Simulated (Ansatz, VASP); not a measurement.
Two plane-wave programs on MgO

Contents of INCAR:

```
SYSTEM = MgO
ALGO     = Normal         ! electronic algorithm
EDIFF    = 1E-6           ! SCF threshold, eV
ENCUT    = 520            ! plane-wave cutoff, eV
GGA      = PS             ! functional
ISIF     = 2              ! what is computed and relaxed
ISMEAR   = 0              ! smearing method
LASPH    = .TRUE.         ! aspherical terms in the spheres
LCHARG   = .FALSE.        ! write CHGCAR
LREAL    = .FALSE.        ! projectors in reciprocal space
LWAVE    = .FALSE.        ! write WAVECAR
NBANDS   = 26             ! bands
NELM     = 100            ! most SCF steps
PREC     = Accurate       ! precision mode
SIGMA    = 0.05           ! smearing width, eV
```

Contents of KPOINTS:

```
k-points
0
G
  6 6 6
  0 0 0
```

Contents of POSCAR:

```
MgO
1.0
    4.2703000000      0.0000000000      0.0000000000
    0.0000000000     -4.2703000000      0.0000000000
    0.0000000000      0.0000000000     -4.2703000000
Mg O
4 4
Direct
    0.0049427172      0.5908831305      0.4574416229
    0.4715746519     -0.0571214651      0.5450741751
    0.4446431002      0.5404719998     -0.0654547587
   -0.0211213538      0.0147823722      0.0071327585
    0.4833637417     -0.0020465375     -0.0470573242
    0.0237608558      0.4087195068      0.0445555867
    0.0864374799     -0.0328767255      0.4928084502
    0.5063988072      0.5371877188      0.5654994894
```

Input for Ansatz:

```yaml
crystal:
  lattice:
    - [4.2703, 0.0, 0.0]
    - [0.0, -4.2703, 0.0]
    - [0.0, 0.0, -4.2703]
  atoms:
    - { symbol: Mg, position: [0.0049427172, 0.5908831305, 0.4574416229] }
    - { symbol: Mg, position: [0.4715746519, -0.0571214651, 0.5450741751] }
    - { symbol: Mg, position: [0.4446431002, 0.5404719998, -0.0654547587] }
    - { symbol: Mg, position: [-0.0211213538, 0.0147823722, 0.0071327585] }
    - { symbol: O, position: [0.4833637417, -0.0020465375, -0.0470573242] }
    - { symbol: O, position: [0.0237608558, 0.4087195068, 0.0445555867] }
    - { symbol: O, position: [0.0864374799, -0.0328767255, 0.4928084502] }
    - { symbol: O, position: [0.5063988072, 0.5371877188, 0.5654994894] }
basis:
  ecutwfc: 420
kpoints:
  mp_grid: { grid: [6, 6, 6] }
hamiltonian:
  xc: pbesol
scf:
  occupations: { method: gaussian, width: 0.05 }
output:
  forces: true
  stress: true
  eigenvalues: true
```

Change from the starting cell: all atoms moved at random (sigma 0.22 Å a component).

Alike in both runs: task single point; functional PBEsol; k mesh 6 × 6 × 6; occupations gaussian, width 0.05 eV; no spin polarisation.

```csv
,VASP,Ansatz
version,VASP 6.6.1,Ansatz 0.2.0
potentials or method,"VASP PAW PBE potentials, release 64 (Mg, O), cutoff 520 eV","scalar-relativistic, plane waves, PAW"
valence electrons in the cell,32,64
```

Ansatz gave:

| Property | Result |
| --- | --- |
| gap on the k mesh at the Fermi level (eV) | 3.61 |
| least direct gap on the mesh (eV) | 3.61 |
| rms of the force components (eV/Å) | 4.441 |

Estimate VASP's values.

gap on the k mesh at the Fermi level (eV): 3.62; least direct gap on the mesh (eV): 3.62; rms of the force components (eV/Å): 4.604.

VASP's potentials were made for PBE, not for PBEsol. Atom by atom the forces differ by 0.166 eV/Å (rms over components). The functional is the same, so the differences come from potentials, cutoffs and numerics. VASP's potentials hold 32 valence electrons a cell and Ansatz's 64, so a difference there can come from the potentials and not from the codes.
